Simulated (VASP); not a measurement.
# GaSn4S3 (P1) in VASP: single point with PBE

Aim: the single point of GaSn4S3 with PBE.

Everything below comes from runs of VASP 6.6.1. Logs are shortened: lines on timing, memory, paths and dates and some standing lists are left out, and cuts for length are marked.

## 1. The cell of the first run

The typed cell holds 8 atoms: a = 5.826 Å, b = 5.830 Å, c = 5.873 Å, α = 90.28°, β = 90.13°, γ = 90.43°.

## 2. Single point, PBE

INCAR reads:

```
  ALGO = Fast
  EDIFF = 1E-6
  ENCUT = 520
  GGA = PE
  ISIF = 2
  ISMEAR = 0
  LASPH = True
  LCHARG = True
  LELF = True
  LREAL = False
  LVHAR = True
  LWAVE = False
  NBANDS = 54
  NELM = 100
  PREC = Accurate
  SIGMA = 0.1
```

KPOINTS reads:

```
k-points
0
Gamma
  6 6 6
```

POSCAR reads:

```
GaSn4S3
1.0
    5.8262488520      0.0050049650      0.0137098947
   -0.0484162277      5.8294304399      0.0029884983
   -0.0266700876     -0.0324382829      5.8730443678
Ga Sn S
1 4 3
Direct
    0.9963365275      0.9990483826      0.0110930294
    0.0131687762      0.0174594024      0.5062820398
    0.5114086193      0.4910747456      0.5056587096
    0.0173756562      0.4989721681      0.9800080952
    0.4986968577      0.9807592348      0.9804251158
    0.4839475053      0.0127692931      0.5230392520
    0.9925878588      0.4876034057      0.5229230707
    0.4864781989      0.5123133676      0.9705706875
```

Potentials or basis: VASP PAW PBE potentials, release 64 (Ga_d, Sn_d, S).

Launch:

```console
cat potpaw_PBE.64/Ga_d/POTCAR potpaw_PBE.64/Sn_d/POTCAR potpaw_PBE.64/S/POTCAR > POTCAR
mpirun -np 1 vasp_std > vasp.out
```

OUTCAR:

```text
EDIFF = 1E-6
   ENCUT = 520
   GGA = PE
   ISIF = 2
   ISMEAR = 0
   LASPH = True
   LREAL = False
   NELM = 100
   PREC = Accurate

 ion  position               nearest neighbor table
   1  0.996  0.999  0.011-   5 2.91   2 2.91   4 2.92   4 2.92   5 2.94   2 2.97
   2  0.013  0.017  0.506-   6 2.74   7 2.75   1 2.91   1 2.97   6 3.09   7 3.09
   3  0.511  0.491  0.506-   8 2.74   6 2.79   7 2.81   7 3.02   6 3.05   8 3.15
   4  0.017  0.499  0.980-   7 2.69   8 2.73   1 2.92   1 2.92   8 3.10   7 3.19
   5  0.499  0.981  0.980-   6 2.69   8 2.73   1 2.91   1 2.94   8 3.10   6 3.19
   6  0.484  0.013  0.523-   5 2.69   2 2.74   3 2.79   3 3.05   2 3.09   5 3.19
   7  0.993  0.488  0.523-   4 2.69   2 2.75   3 2.81   3 3.02   2 3.09   4 3.19
   8  0.486  0.512  0.971-   5 2.73   4 2.73   3 2.74   4 3.10   5 3.10   3 3.15

  LATTYP: Found a triclinic cell.
 ALAT       =     8.2637607769
 B/A-ratio  =     0.7050382132
 C/A-ratio  =     1.5899999323
 COS(alpha) =     0.0013429521
 COS(beta)  =     0.6378840645
 COS(gamma) =     0.7034798546

  Lattice vectors:

 A1 = (  -5.7995787644,   0.0274333179,  -5.8867542625)
 A2 = (  -5.8262488520,  -0.0050049650,  -0.0137098947)
 A3 = (   0.0049239475,   5.8943070057, -11.7431002373)

Analysis of symmetry for initial positions (statically):
=====================================================================
 Subroutine PRICEL returns:
 Original cell was already a primitive cell.

 Routine SETGRP: Setting up the symmetry group for a
 triclinic supercell.

 Subroutine GETGRP returns: Found  1 space group operations
 (whereof  1 operations were pure point group operations)
 out of a pool of  2 trial point group operations.

The static configuration has the point symmetry C_1 .

Analysis of symmetry for dynamics (positions and initial velocities):
=====================================================================
 Subroutine PRICEL returns:
 Original cell was already a primitive cell.

 Routine SETGRP: Setting up the symmetry group for a
 triclinic supercell.

 Subroutine GETGRP returns: Found  1 space group operations
 (whereof  1 operations were pure point group operations)
 out of a pool of  2 trial point group operations.

The dynamic configuration has the point symmetry C_1 .

 Subroutine INISYM returns: Found  1 space group operations
 (whereof  1 operations are pure point group operations),
 and found     1 'primitive' translations

----------------------------------------------------------------------------------------

                                     Primitive cell

  volume of cell :     199.4745

  direct lattice vectors                    reciprocal lattice vectors
     5.826248852  0.005004965  0.013709895     0.171633945  0.001425099  0.000787278
    -0.048416228  5.829430440  0.002988498    -0.000149589  0.171541618  0.000946788
    -0.026670088 -0.032438283  5.873044368    -0.000400582 -0.000090616  0.170267125

  length of vectors
     5.826267132  5.829632262  5.873194504     0.171641667  0.171544296  0.170267620

  position of ions in fractional coordinates (direct lattice)
     0.996336527  0.999048383  0.011093029
     0.013168776  0.017459402  0.506282040
     0.511408619  0.491074746  0.505658710
     0.017375656  0.498972168  0.980008095
     0.498696858  0.980759235  0.980425116
     0.483947505  0.012769293  0.523039252
     0.992587859  0.487603406  0.522923071
     0.486478199  0.512313368  0.970570688

  ion indices of the primitive-cell ions
   primitive index   ion index
                 1           1
                 2           2
                 3           3
                 4           4
                 5           5
                 6           6
                 7           7
                 8           8

----------------------------------------------------------------------------------------

 KPOINTS: k-points

Automatic generation of k-mesh.
 Grid dimensions read from file:
 generate k-points for:    6    6    6

 Generating k-lattice:

  Cartesian coordinates                     Fractional coordinates (reciprocal lattice)
     0.028605657  0.000237516  0.000131213     0.166666667  0.000000000  0.000000000
    -0.000024931  0.028590270  0.000157798     0.000000000  0.166666667  0.000000000
    -0.000066764 -0.000015103  0.028377854     0.000000000  0.000000000  0.166666667

  Length of vectors
     0.028606944  0.028590716  0.028377937

  Shift w.r.t. Gamma in fractional coordinates (k-lattice)
     0.000000000  0.000000000  0.000000000

 Subroutine IBZKPT returns following result:
 ===========================================

 Found    112 irreducible k-points:

 Following reciprocal coordinates:
            Coordinates               Weight
  0.000000  0.000000  0.000000      1.000000
  0.166667  0.000000 -0.000000      2.000000
  0.333333  0.000000 -0.000000      2.000000
  0.500000  0.000000 -0.000000      1.000000
 -0.000000  0.166667 -0.000000      2.000000
  0.166667  0.166667 -0.000000      2.000000
[... 16 lines left out ...]
  0.333333 -0.000000  0.166667      2.000000
  0.500000  0.000000  0.166667      2.000000
 [... further k-points ...]
   k-points           NKPTS =    112   k-points in BZ     NKDIM =    112   number of bands    NBANDS=     54
   number of dos      NEDOS =    301   number of ions     NIONS =      8
   total plane-waves  NPLWV = 110592
   dimension x,y,z NGX =    48 NGY =   48 NGZ =   48
   dimension x,y,z NGXF=    96 NGYF=   96 NGZF=   96
   ions per type =               1   4   3
   NGX,Y,Z   is equivalent  to a cutoff of  13.70, 13.69, 13.59 a.u.
   NGXF,Y,Z  is equivalent  to a cutoff of  27.39, 27.38, 27.17 a.u.
 SYSTEM =  unknown system
   PREC   = accura    normal or accurate (medium, high low for compatibility)
   ISTART =      0    job   : 0-new  1-cont  2-samecut
   ICHARG =      2    charge: 1-file 2-atom 10-const
   ISPIN  =      1    spin polarized calculation?
   LNONCOLLINEAR =      F non collinear calculations
   LSORBIT =      F    spin-orbit coupling
   LASPH  =      T    aspherical Exc in radial PAW
   ENCUT  =  520.0 eV  38.22 Ry    6.18 a.u.  10.83 10.84 10.92*2*pi/ulx,y,z
   NELM   =    100;   NELMIN=  2; NELMDL= -5     # of ELM steps
   EDIFF  = 0.1E-05   stopping-criterion for ELM
   LREAL  =      F    real-space projection
   EDIFFG = 0.1E-04   stopping-criterion for IOM
   NSW    =      0    number of steps for IOM
   IBRION =     -1    ionic relax: 0-MD 1-quasi-New 2-CG
   NFREE  =      0    steps in history (QN), initial steepest desc. (CG)
   ISIF   =      2    stress and relaxation
   ISYM   =      2    0-nonsym 1-usesym 2-fastsym
   POTIM  = 0.5000    time-step for ionic-motion
   TEBEG  =    0.0;   TEEND  =   0.0 temperature during run
   PSTRESS=    0.0 pullay stress
   NELECT =      87.0000    total number of electrons
   NUPDOWN=      -1.0000    fix difference up-down
   EMIN   =  10.00;   EMAX   =-10.00  energy-range for DOS
   EFERMI =   0.00;   METHOD = LEGACY
   ISMEAR =     0;   SIGMA  =   0.10  broadening in eV -4-tet -1-fermi 0-gaus
   EFERMI_NEDOS =   21; number of points for ismear=-14 and -15
   IALGO  =     68    algorithm
   IMIX   =      4    mixing-type and parameters
     AMIX     =   0.40;   BMIX     =  1.00
     AMIX_MAG =   1.60;   BMIX_MAG =  1.00
  volume/ion in A,a.u.               =      24.93       168.27
  Fermi-wavevector in a.u.,A,eV,Ry     =   1.241515  2.346124 20.971481  1.541360
  Thomas-Fermi vector in A             =   2.375910
   LORBIT       =      0    0 simple, 1 ext, 2 COOP (PROOUT), +10 PAW based schemes
   GGA     = PE    functional components
   LHFCALC =     F    Hartree Fock is set to
   AEXX    =    0.0000 exact exchange contribution
   IVDW    =     0    specifies the selected vdW correction
   LEPSILON=     F    determine dielectric tensor
   LRPA    =     F    only Hartree local field effects (RPA)
 non-spin polarized calculation
 RMM-DIIS sequential band-by-band and
 Gauss-broadening in eV      SIGMA  =   0.10
  energy-cutoff  :      520.00
  volume of cell :      199.47
 maximum number of plane-waves:      5412
 NGX is ok and might be reduce to    48
   NGX = 21   NGY = 21   NGZ = 21

 number of electron      86.9999996 magnetization

 Free energy of the ion-electron system (eV)
  ---------------------------------------------------
  ext. energy  EPLUGINS =         0.00000000
  ---------------------------------------------------
  free energy    TOTEN  =       -32.97012949 eV

  energy without entropy =      -32.96190685  energy(sigma->0) =      -32.96601817

 E-fermi :   6.6004     XC(G=0):  -9.8069

 val. band max:        6.5671636379   @ k =  -0.3333   0.3333   0.5000
 cond. band min:       6.6361111539   @ k =   0.3333  -0.3333   0.3333
 fundamental gap:      0.0689475161
 Fermi energy:         6.6003865192

 k-point     1 :       0.0000    0.0000    0.0000
  band No.  band energies     occupation
      1     -15.5021      2.00000
      2     -15.4938      2.00000
      3     -15.4859      2.00000
      4     -15.4762      2.00000
      5     -15.4726      2.00000
      6     -15.3531      2.00000
[... 46 lines left out ...]
     53      11.6822      0.00000
     54      11.7649      0.00000

 k-point     2 :       0.1667    0.0000   -0.0000
  band No.  band energies     occupation
      1     -15.5009      2.00000
      2     -15.4933      2.00000
      3     -15.4856      2.00000
      4     -15.4760      2.00000
      5     -15.4724      2.00000
      6     -15.3522      2.00000
[... 46 lines left out ...]
     53      11.0434      0.00000
     54      11.3250      0.00000

 k-point     3 :       0.3333    0.0000   -0.0000
  band No.  band energies     occupation
      1     -15.4986      2.00000
      2     -15.4921      2.00000
      3     -15.4849      2.00000
      4     -15.4755      2.00000
      5     -15.4720      2.00000
      6     -15.3513      2.00000
[... 46 lines left out ...]
     53      10.9020      0.00000
     54      11.0874      0.00000
[... 1084 lines left out ...]
 k-point    23 :       0.3333   -0.0000    0.1667
  band No.  band energies     occupation
      1     -15.4985      2.00000
      2     -15.4913      2.00000
      3     -15.4846      2.00000
      4     -15.4753      2.00000
      5     -15.4718      2.00000
      6     -15.3503      2.00000
[... 46 lines left out ...]
     53      10.6436      0.00000
     54      10.8237      0.00000

 k-point    24 :       0.5000    0.0000    0.1667
  band No.  band energies     occupation
      1     -15.4974      2.00000
      2     -15.4907      2.00000
      3     -15.4843      2.00000
      4     -15.4752      2.00000
      5     -15.4717      2.00000
      6     -15.3499      2.00000
[... 46 lines left out ...]
     53      10.4378      0.00000
     54      10.8317      0.00000

 [... further k-points ...]
[... 5 lines left out ...]
  --------------------------------------------------------------------------------------
  -------------------------------------------------------------------------------------
  Total       -0.0297418     -0.0426810     -0.0758718      0.0037774      0.0014950      0.0075088
  in kB       -0.2388860     -0.3428137     -0.6094013      0.0303402      0.0120082      0.0603102
  external PRESSURE =      -0.3970337 kB  Pullay stress =       0.0000000 kB

 VOLUME and BASIS-vectors are now :
 -----------------------------------------------------------------------------
  energy-cutoff  :      520.00
  volume of cell :      199.47
      direct lattice vectors                 reciprocal lattice vectors
     5.826248852  0.005004965  0.013709895     0.171633945  0.001425099  0.000787278
    -0.048416228  5.829430440  0.002988498    -0.000149589  0.171541618  0.000946788
    -0.026670088 -0.032438283  5.873044368    -0.000400582 -0.000090616  0.170267125

 POSITION                                       TOTAL-FORCE (eV/Angst)
 -----------------------------------------------------------------------------------
      5.75624      5.82851      0.08180        -0.001543      0.000155      0.001037
      0.06238      0.08542      2.97365        -0.001116      0.001268     -0.000797
      2.94233      2.84884      2.97823        -0.002385      0.003606     -0.001600
      0.05094      2.87702      5.75736        -0.000408     -0.000005     -0.003766
      2.83190      5.68796      5.76785        -0.001626     -0.000376     -0.000837
      2.80503      0.05989      3.07851         0.002978     -0.002216      0.000329
      5.74551      2.83046      3.08622         0.002083     -0.001011      0.002403
      2.78365      2.95745      5.70841         0.002016     -0.001421      0.003231
 -----------------------------------------------------------------------------------
    total drift:                                0.000779     -0.000443      0.000014

  FREE ENERGIE OF THE ION-ELECTRON SYSTEM (eV)
  ---------------------------------------------------
  free  energy   TOTEN  =       -32.9701294886 eV

  energy  without entropy=      -32.9619068532  energy(sigma->0) =      -32.96601817
```

Run time: 48 min. Hardware: 1 thread of Oxide Virtual Turin-like, shared host; peak memory 0.98 GiB.

Results:

| Property | Result |
| --- | --- |
| Free energy | -32.9701 eV |
| Pressure | 0.0 GPa |
| Largest force | 0.005 eV/Å |
| Band gap on the k mesh | zero (an odd number of electrons rules out a gap without spin polarisation) |

Forces on the atoms (eV/Å):
```
Ga  -0.002  0.000  0.001
Sn  -0.001  0.001 -0.001
Sn  -0.002  0.004 -0.002
Sn   0.000  0.000 -0.004
Sn  -0.002  0.000 -0.001
S    0.003 -0.002  0.000
S    0.002 -0.001  0.002
S    0.002 -0.001  0.003
```

Levels at points of the mesh, in eV from the Fermi level:
```csv
k point,band 40,band 41,band 42,band 43,band 44,band 45,band 46,band 47,band 48,band 49
"(0.00, 0.00, 0.00)",-3.64,-3.50,-1.87,-1.25,-1.19,-1.16,2.61,2.68,2.73,4.25
"(0.50, 0.00, 0.00)",-2.15,-2.00,-1.82,-1.59,-1.43,0.71,1.51,1.53,3.20,3.43
"(0.00, 0.50, 0.00)",-2.23,-2.00,-1.75,-1.57,-1.39,0.70,1.35,1.73,3.28,3.46
"(0.50, 0.50, 0.00)",-2.09,-2.06,-1.16,-0.86,0.19,0.25,0.98,1.45,1.50,1.81
"(0.00, 0.00, 0.50)",-2.36,-1.82,-1.74,-1.48,-1.44,0.32,1.67,1.85,3.19,3.37
"(0.50, 0.00, 0.50)",-2.06,-2.04,-1.07,-1.01,0.13,0.32,0.87,1.43,1.53,2.03
"(0.00, 0.50, 0.50)",-2.11,-1.94,-1.11,-0.93,0.15,0.33,0.83,1.32,1.65,2.06
"(0.50, 0.50, 0.50)",-1.33,-1.17,-0.68,-0.18,-0.06,0.48,1.23,1.28,1.35,1.37
```

Caveat: spin-orbit coupling is left out, which moves the levels of the heavy elements.

The gap in the log of VASP goes by the Fermi energy; the results here count the filled bands.